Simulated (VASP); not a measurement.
# TiO2 (I4_1/amd) in VASP: a series of runs

The runs below take TiO2 through single point, with PBE.

Program: VASP 6.6.1. These are calculated values, not measurements. Logs are shortened: lines on timing, memory, paths and dates and some standing lists are left out, and cuts for length are marked.

## (1) The cell of the first run

It takes space group I4_1/amd (No. 141, tetragonal). The conventional cell has a = 3.783 Å, b = 3.783 Å, c = 9.615 Å, α = 90.00°, β = 90.00°, γ = 90.00°. Within 2.6 Å of Ti (site symmetry -4m2) lie 6 O at 1.94 to 1.99 Å. O (site symmetry 2mm) has 3 Ti at 1.94 to 1.99 Å and 2 O at 2.46 Å within 2.6 Å.

## (2) Single point, PBE

The input, INCAR:

```
PREC     = Accurate       # precision mode
ENCUT    = 520            # plane-wave cutoff, eV
EDIFF    = 1E-7           # SCF threshold, eV
ISMEAR   = 0              # smearing method
SIGMA    = 0.1            # smearing width, eV
LREAL    = F              # projectors in reciprocal space
LASPH    = T              # aspherical terms in the spheres
NELM     = 60             # most SCF steps
ALGO     = Normal         # electronic algorithm
ISIF     = 2              # what is computed and relaxed
LWAVE    = F              # write WAVECAR
LCHARG   = T              # write CHGCAR
GGA      = PE             # functional
LELF     = T              # ELF
LVHAR    = T            
NBANDS   = 33             # bands
```

The input, KPOINTS:

```
Automatic mesh
0
Gamma
  6 6 6
```

The input, POSCAR:

```
TiO2
1.0
   -1.8912698400      1.8912698400      4.8075107874
    1.8912698400     -1.8912698400      4.8075107874
    1.8912698400      1.8912698400     -4.8075107874
Ti O
2 4
Direct
    0.0000000000      0.0000000000      0.0000000000
    0.7500000000      0.2500000000      0.5000000000
    0.9571521200      0.4571521200      0.5000000000
    0.2071521200      0.2071521200      0.0000000000
    0.5428478800      0.0428478800      0.5000000000
    0.7928478800      0.7928478800      0.0000000000
```

Potentials or basis: VASP PAW PBE potentials, release 64 (Ti_sv, O).

The run is started by

```console
> cat potpaw_PBE.64/Ti_sv/POTCAR potpaw_PBE.64/O/POTCAR > POTCAR
> mpirun -np 1 vasp_std > vasp.out
```

OUTCAR:

```text
PREC = Accurate
   ENCUT = 520
   EDIFF = 1E-7
   ISMEAR = 0
   LREAL = F
   LASPH = T
   NELM = 60
   ISIF = 2
   GGA = PE

 ion  position               nearest neighbor table
   1  0.000  0.000  0.000-   5 1.94   3 1.94   5 1.94   3 1.94   4 1.99   6 1.99
   2  0.750  0.250  0.500-   6 1.94   4 1.94   6 1.94   4 1.94   3 1.99   5 1.99
   3  0.957  0.457  0.500-   1 1.94   1 1.94   2 1.99
   4  0.207  0.207  0.000-   2 1.94   2 1.94   1 1.99
   5  0.543  0.043  0.500-   1 1.94   1 1.94   2 1.99
   6  0.793  0.793  0.000-   2 1.94   2 1.94   1 1.99

  LATTYP: Found a body centered tetragonal cell.
 ALAT       =     3.7825396800
 C/A-ratio  =     2.5419486346

  Lattice vectors:

 A1 = (  -1.8912698400,   1.8912698400,   4.8075107874)
 A2 = (   1.8912698400,  -1.8912698400,   4.8075107874)
 A3 = (   1.8912698400,   1.8912698400,  -4.8075107874)

Analysis of symmetry for initial positions (statically):
=====================================================================
 Subroutine PRICEL returns:
 Original cell was already a primitive cell.

 Routine SETGRP: Setting up the symmetry group for a
 body centered tetragonal supercell.

 Subroutine GETGRP returns: Found 16 space group operations
 (whereof  8 operations were pure point group operations)
 out of a pool of 16 trial point group operations.

The static configuration has the point symmetry D_2d.
 The point group associated with its full space group is D_4h.

Analysis of symmetry for dynamics (positions and initial velocities):
=====================================================================
 Subroutine PRICEL returns:
 Original cell was already a primitive cell.

 Routine SETGRP: Setting up the symmetry group for a
 body centered tetragonal supercell.

 Subroutine GETGRP returns: Found 16 space group operations
 (whereof  8 operations were pure point group operations)
 out of a pool of 16 trial point group operations.

The dynamic configuration has the point symmetry D_2d.
 The point group associated with its full space group is D_4h.

 Subroutine INISYM returns: Found 16 space group operations
 (whereof  8 operations are pure point group operations),
 and found     1 'primitive' translations

----------------------------------------------------------------------------------------

                                     Primitive cell

  volume of cell :      68.7840

  direct lattice vectors                    reciprocal lattice vectors
    -1.891269840  1.891269840  4.807510787     0.000000000  0.264372640  0.104003927
     1.891269840 -1.891269840  4.807510787     0.264372640  0.000000000  0.104003927
     1.891269840  1.891269840 -4.807510787     0.264372640  0.264372640  0.000000000

  length of vectors
     5.501451007  5.501451007  5.501451007     0.284094543  0.284094543  0.373879373

  position of ions in fractional coordinates (direct lattice)
     0.000000000  0.000000000  0.000000000
     0.750000000  0.250000000  0.500000000
     0.957152120  0.457152120  0.500000000
     0.207152120  0.207152120  0.000000000
     0.542847880  0.042847880  0.500000000
     0.792847880  0.792847880  0.000000000

  ion indices of the primitive-cell ions
   primitive index   ion index
                 1           1
                 2           2
                 3           3
                 4           4
                 5           5
                 6           6

----------------------------------------------------------------------------------------

 KPOINTS: Automatic mesh

Automatic generation of k-mesh.
 Grid dimensions read from file:
 generate k-points for:    6    6    6

 Generating k-lattice:

  Cartesian coordinates                     Fractional coordinates (reciprocal lattice)
     0.000000000  0.044062107  0.017333988     0.166666667  0.000000000  0.000000000
     0.044062107  0.000000000  0.017333988     0.000000000  0.166666667  0.000000000
     0.044062107  0.044062107  0.000000000     0.000000000  0.000000000  0.166666667

  Length of vectors
     0.047349091  0.047349091  0.062313229

  Shift w.r.t. Gamma in fractional coordinates (k-lattice)
     0.000000000  0.000000000  0.000000000

 Subroutine IBZKPT returns following result:
 ===========================================

 Found     30 irreducible k-points:

 Following reciprocal coordinates:
            Coordinates               Weight
  0.000000  0.000000  0.000000      1.000000
  0.166667  0.000000  0.000000      8.000000
  0.333333  0.000000 -0.000000      8.000000
  0.500000 -0.000000  0.000000      4.000000
  0.166667  0.166667  0.000000      8.000000
  0.333333  0.166667 -0.000000     16.000000
[... 16 lines left out ...]
 -0.333333 -0.333333  0.166667      8.000000
 -0.166667 -0.333333  0.166667      8.000000
 [... further k-points ...]
   k-points           NKPTS =     30   k-points in BZ     NKDIM =     30   number of bands    NBANDS=     33
   number of dos      NEDOS =    301   number of ions     NIONS =      6
   total plane-waves  NPLWV =  74088
   dimension x,y,z NGX =    42 NGY =   42 NGZ =   42
   dimension x,y,z NGXF=    84 NGYF=   84 NGZF=   84
   ions per type =               2   4
   NGX,Y,Z   is equivalent  to a cutoff of  12.69, 12.69, 12.69 a.u.
   NGXF,Y,Z  is equivalent  to a cutoff of  25.38, 25.38, 25.38 a.u.
 SYSTEM =  unknown system
   PREC   = accura    normal or accurate (medium, high low for compatibility)
   ISTART =      0    job   : 0-new  1-cont  2-samecut
   ICHARG =      2    charge: 1-file 2-atom 10-const
   ISPIN  =      1    spin polarized calculation?
   LNONCOLLINEAR =      F non collinear calculations
   LSORBIT =      F    spin-orbit coupling
   LASPH  =      T    aspherical Exc in radial PAW
   ENCUT  =  520.0 eV  38.22 Ry    6.18 a.u.  10.23 10.23 10.23*2*pi/ulx,y,z
   NELM   =     60;   NELMIN=  2; NELMDL= -5     # of ELM steps
   EDIFF  = 0.1E-06   stopping-criterion for ELM
   LREAL  =      F    real-space projection
   EDIFFG = 0.1E-05   stopping-criterion for IOM
   NSW    =      0    number of steps for IOM
   IBRION =     -1    ionic relax: 0-MD 1-quasi-New 2-CG
   NFREE  =      0    steps in history (QN), initial steepest desc. (CG)
   ISIF   =      2    stress and relaxation
   ISYM   =      2    0-nonsym 1-usesym 2-fastsym
   POTIM  = 0.5000    time-step for ionic-motion
   TEBEG  =    0.0;   TEEND  =   0.0 temperature during run
   PSTRESS=    0.0 pullay stress
   NELECT =      48.0000    total number of electrons
   NUPDOWN=      -1.0000    fix difference up-down
   EMIN   =  10.00;   EMAX   =-10.00  energy-range for DOS
   EFERMI =   0.00;   METHOD = LEGACY
   ISMEAR =     0;   SIGMA  =   0.10  broadening in eV -4-tet -1-fermi 0-gaus
   EFERMI_NEDOS =   21; number of points for ismear=-14 and -15
   IALGO  =     38    algorithm
   IMIX   =      4    mixing-type and parameters
     AMIX     =   0.40;   BMIX     =  1.00
     AMIX_MAG =   1.60;   BMIX_MAG =  1.00
  volume/ion in A,a.u.               =      11.46        77.36
  Fermi-wavevector in a.u.,A,eV,Ry     =   1.452088  2.744048 28.688680  2.108558
  Thomas-Fermi vector in A             =   2.569510
   LORBIT       =      0    0 simple, 1 ext, 2 COOP (PROOUT), +10 PAW based schemes
   GGA     = PE    functional components
   LHFCALC =     F    Hartree Fock is set to
   AEXX    =    0.0000 exact exchange contribution
   IVDW    =     0    specifies the selected vdW correction
   LEPSILON=     F    determine dielectric tensor
   LRPA    =     F    only Hartree local field effects (RPA)
 non-spin polarized calculation
 Gauss-broadening in eV      SIGMA  =   0.10
  energy-cutoff  :      520.00
  volume of cell :       68.78
 maximum number of plane-waves:      1872
 NGX is ok and might be reduce to    42

 number of electron      47.9999994 magnetization

 Free energy of the ion-electron system (eV)
  ---------------------------------------------------
  ext. energy  EPLUGINS =         0.00000000
  ---------------------------------------------------
  free energy    TOTEN  =       -53.84635485 eV

  energy without entropy =      -53.84635485  energy(sigma->0) =      -53.84635485

 E-fermi :   3.8364     XC(G=0): -10.6839

 val. band max:        3.2649564514   @ k =   0.5000   0.5000   0.0000
 cond. band min:       5.4320059451   @ k =   0.0000   0.0000   0.0000
 fundamental gap:      2.1670494937
 Fermi energy:         3.8364389486

 k-point     1 :       0.0000    0.0000    0.0000
  band No.  band energies     occupation
      1     -53.0998      2.00000
      2     -53.0437      2.00000
      3     -29.5518      2.00000
      4     -29.3200      2.00000
      5     -29.3200      2.00000
      6     -29.2534      2.00000
[... 25 lines left out ...]
     32       8.5113      0.00000
     33       8.6106      0.00000

 k-point     2 :       0.1667    0.0000    0.0000
  band No.  band energies     occupation
      1     -53.0965      2.00000
      2     -53.0459      2.00000
      3     -29.5446      2.00000
      4     -29.3524      2.00000
      5     -29.3223      2.00000
      6     -29.2668      2.00000
[... 25 lines left out ...]
     32       8.8911      0.00000
     33       9.1897      0.00000

 k-point     3 :       0.3333    0.0000   -0.0000
  band No.  band energies     occupation
      1     -53.0887      2.00000
      2     -53.0516      2.00000
      3     -29.5307      2.00000
      4     -29.4146      2.00000
      5     -29.3261      2.00000
      6     -29.2864      2.00000
[... 25 lines left out ...]
     32       9.2517      0.00000
     33       9.6478      0.00000

 k-point     4 :       0.5000   -0.0000    0.0000
  band No.  band energies     occupation
      1     -53.0836      2.00000
      2     -53.0556      2.00000
      3     -29.5226      2.00000
      4     -29.4474      2.00000
      5     -29.3278      2.00000
      6     -29.2907      2.00000
[... 25 lines left out ...]
     32       9.3530      0.00000
     33       9.8066      0.00000

 k-point     5 :       0.1667    0.1667    0.0000
  band No.  band energies     occupation
      1     -53.0917      2.00000
      2     -53.0496      2.00000
      3     -29.5286      2.00000
      4     -29.3734      2.00000
      5     -29.3416      2.00000
      6     -29.2750      2.00000
[... 604 lines left out ...]
 k-point    22 :      -0.1667    0.5000    0.1667
  band No.  band energies     occupation
      1     -53.0823      2.00000
      2     -53.0580      2.00000
      3     -29.4980      2.00000
      4     -29.4243      2.00000
      5     -29.3316      2.00000
      6     -29.2880      2.00000
[... 25 lines left out ...]
     32       9.2949      0.00000
     33       9.4527      0.00000

 k-point    23 :      -0.3333   -0.3333    0.1667
  band No.  band energies     occupation
      1     -53.0829      2.00000
      2     -53.0586      2.00000
      3     -29.4764      2.00000
      4     -29.3919      2.00000
      5     -29.3467      2.00000
      6     -29.2842      2.00000
[... 25 lines left out ...]
     32       9.2516      0.00000
     33       9.7061      0.00000

 k-point    24 :      -0.1667   -0.3333    0.1667
  band No.  band energies     occupation
      1     -53.0898      2.00000
      2     -53.0527      2.00000
      3     -29.5021      2.00000
      4     -29.3660      2.00000
      5     -29.3312      2.00000
      6     -29.2605      2.00000
[... 25 lines left out ...]
     32       9.0217      0.00000
     33       9.0829      0.00000

 [... further k-points ...]

------------------------ aborting loop because EDIFF is reached ----------------------------------------

  FORCE on cell =-STRESS in cart. coord.  units (eV):
  Direction    XX          YY          ZZ          XY          YZ          ZX
  --------------------------------------------------------------------------------------
  -------------------------------------------------------------------------------------
  Total        1.7425154      1.7425154      1.8128092      0.0000000      0.0000000      0.0000000
  in kB       40.5882163     40.5882163     42.2255604      0.0000000      0.0000000      0.0000000
  external PRESSURE =      41.1339977 kB  Pullay stress =       0.0000000 kB

 VOLUME and BASIS-vectors are now :
 -----------------------------------------------------------------------------
  energy-cutoff  :      520.00
  volume of cell :       68.78
      direct lattice vectors                 reciprocal lattice vectors
    -1.891269840  1.891269840  4.807510787     0.000000000  0.264372640  0.104003927
     1.891269840 -1.891269840  4.807510787     0.264372640  0.000000000  0.104003927
     1.891269840  1.891269840 -4.807510787     0.264372640  0.264372640  0.000000000

 POSITION                                       TOTAL-FORCE (eV/Angst)
 -----------------------------------------------------------------------------------
      0.00000      0.00000      0.00000         0.000000      0.000000      0.000000
     -0.00000      1.89127      2.40376         0.000000      0.000000      0.000000
      0.00000      1.89127      4.39553        -0.000000      0.000000      0.066885
      0.00000      0.00000      1.99177         0.000000     -0.000000      0.066885
     -0.00000      1.89127      0.41198        -0.000000      0.000000     -0.066885
      0.00000      0.00000      7.62325         0.000000     -0.000000     -0.066885
 -----------------------------------------------------------------------------------
    total drift:                                0.000000      0.000000     -0.000000

  FREE ENERGIE OF THE ION-ELECTRON SYSTEM (eV)
  ---------------------------------------------------
  free  energy   TOTEN  =       -53.8463548452 eV

  energy  without entropy=      -53.8463548452  energy(sigma->0) =      -53.84635485
```

It took 2.1 min on 1 thread of Intel Xeon Platinum 8488C (Sapphire Rapids), shared host; peak memory 0.27 GiB.

Results:

```yaml
Free_energy: -53.8464 eV
Pressure: 4.1 GPa
Largest_force: 0.067 eV/Å
Band_gap_on_the_k_mesh: 2.17 eV (least direct gap 2.45 eV)
```

Forces on the atoms (eV/Å):
```
Ti   0.000  0.000  0.000
Ti   0.000  0.000  0.000
O    0.000  0.000  0.067
O    0.000  0.000  0.067
O    0.000  0.000 -0.067
O    0.000  0.000 -0.067
```

Caveat: the cell stands under pressure. A k mesh can miss the band edges.

## (3) Single point, PBE

This run uses another cell than the first one: it holds 30 atoms, not 6.

The input, INCAR:

```
  ALGO = Normal
  EDIFF = 1E-6
  ENCUT = 520
  GGA = PE
  ISIF = 2
  ISMEAR = 0
  LASPH = T
  LCHARG = F
  LREAL = Auto
  LWAVE = F
  NBANDS = 141
  NELM = 100
  PREC = Accurate
  SIGMA = 0.02
```

The input, KPOINTS:

```
Automatic mesh
0
Gamma
  2 2 2
  0.5 0.5 0.5
```

The input, POSCAR:

```
TiO2
1.0
   -1.8996000593     -5.6988001778      4.8488720583
   -5.6988001778      1.8996000593     -4.8488720583
    5.6988001778     -1.8996000593     -4.8488720583
Ti O
10 20
Direct
    0.4000000000      0.8000000000      0.6000000000
    0.0000000000      0.0000000000      0.0000000000
    0.2000000000      0.4000000000      0.8000000000
    0.8000000000      0.6000000000      0.2000000000
    0.6000000000      0.2000000000      0.4000000000
    0.5000000000      0.2500000000      0.7500000000
    0.1000000000      0.4500000000      0.1500000000
    0.3000000000      0.8500000000      0.9500000000
    0.9000000000      0.0500000000      0.3500000000
    0.7000000000      0.6500000000      0.5500000000
    0.5000000000      0.0435184640      0.5435184640
    0.1000000000      0.2435184640      0.9435184640
    0.3000000000      0.6435184640      0.7435184640
    0.9000000000      0.8435184640      0.1435184640
    0.7000000000      0.4435184640      0.3435184640
    0.4000000000      0.5935184640      0.3935184640
    1.0000000000      0.7935184640      0.7935184640
    0.2000000000      0.1935184640      0.5935184640
    0.8000000000      0.3935184640      0.9935184640
    0.6000000000      0.9935184640      0.1935184640
    0.5000000000      0.4564815360      0.9564815360
    0.1000000000      0.6564815360      0.3564815360
    0.3000000000      0.0564815360      0.1564815360
    0.9000000000      0.2564815360      0.5564815360
    0.7000000000      0.8564815360      0.7564815360
    0.8000000000      0.8064815360      0.4064815360
    0.4000000000      0.0064815360      0.8064815360
    0.6000000000      0.4064815360      0.6064815360
    0.2000000000      0.6064815360      0.0064815360
    0.0000000000      0.2064815360      0.2064815360
```

Potentials or basis: VASP PAW PBE potentials, release 64 (Ti_sv, O).

The run is started by

```console
> cat potpaw_PBE.64/Ti_sv/POTCAR potpaw_PBE.64/O/POTCAR > POTCAR
> mpirun -np 1 vasp_std > vasp.out
```

It took 4.8 min on 1 thread of Intel Xeon Platinum 8488C (Sapphire Rapids), shared host; peak memory 0.5 GiB.

It converged, with:

```yaml
Free_energy: -269.3270 eV
Pressure: 0.7 GPa
Largest_force: 0.015 eV/Å
Band_gap_on_the_k_mesh: 2.30 eV
```

Forces in eV/Å, atoms in the order of the input:
```
Ti   0.000  0.000  0.000
Ti   0.000  0.000  0.000
Ti   0.000  0.000  0.000
Ti   0.000  0.000  0.000
Ti   0.000  0.000  0.000
Ti   0.000  0.000  0.000
Ti   0.000  0.000  0.000
Ti   0.000  0.000  0.000
Ti   0.000  0.000  0.000
Ti   0.000  0.000  0.000
O    0.000  0.000  0.015
O    0.000  0.000  0.015
O    0.000  0.000  0.015
O    0.000  0.000  0.015
O    0.000  0.000  0.015
O    0.000  0.000  0.015
O    0.000  0.000  0.015
O    0.000  0.000  0.015
O    0.000  0.000  0.015
O    0.000  0.000  0.015
O    0.000  0.000 -0.015
O    0.000  0.000 -0.015
O    0.000  0.000 -0.015
O    0.000  0.000 -0.015
O    0.000  0.000 -0.015
O    0.000  0.000 -0.015
O    0.000  0.000 -0.015
O    0.000  0.000 -0.015
O    0.000  0.000 -0.015
O    0.000  0.000 -0.015
```

Stress tensor (GPa, compression positive):
```
0.67 0.00 0.00
0.00 0.67 0.00
0.00 0.00 0.86
```

Levels at points of the mesh, in eV from the valence-band top:
```tsv
k point	band 117	band 118	band 119	band 120	band 121	band 122	band 123	band 124
(0.25, 0.25, 0.25)	-0.35	-0.35	-0.14	-0.14	3.04	3.04	3.04	3.04
```

Caveat: a shifted mesh leaves out Γ, where band edges can lie.
